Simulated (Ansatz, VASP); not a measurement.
## Two plane-wave programs on Cu

```xyz
1
Lattice="-1.4760 1.4760 1.2292 1.4760 -1.4760 1.2292 1.4760 1.4760 -1.2292" Properties=species:S:1:pos:R:3 pbc="T T T"
Cu    0.0000    0.0000    0.0000
```

Alike in both runs: task single point; functional LDA; k mesh 24 × 24 × 24; occupations gaussian, width 0.15 eV; no spin polarisation.

|  | VASP | Ansatz |
| --- | --- | --- |
| version | VASP 6.6.1 | Ansatz 0.2.0 |
| potentials or method | VASP PAW LDA potentials, release 64 (Cu), cutoff 520 eV | scalar-relativistic, plane waves, PAW |
| valence electrons in the cell | 11 | 19 |

Ansatz gave:

| Item | Value |
| --- | --- |
| gap on the k mesh at the Fermi level (eV) | none |
| pressure (GPa) | 5.4 |
| traceless stress, the component that is largest in VASP (GPa) | 6.03 |

Q: Which values does VASP return?

A: gap on the k mesh at the Fermi level (eV): none; pressure (GPa): 7.0; traceless stress, the component that is largest in VASP (GPa): 6.09.

Ansatz warns that its potentials were made for another functional, while VASP's fit it. LDA's correlation is that of Perdew and Zunger in VASP and of Perdew and Wang (1992) in Ansatz. A gap of «none» marks a metal or a gap that the smearing closes. VASP's potentials hold 11 valence electrons a cell and Ansatz's 19, so a difference there can come from the potentials and not from the codes.
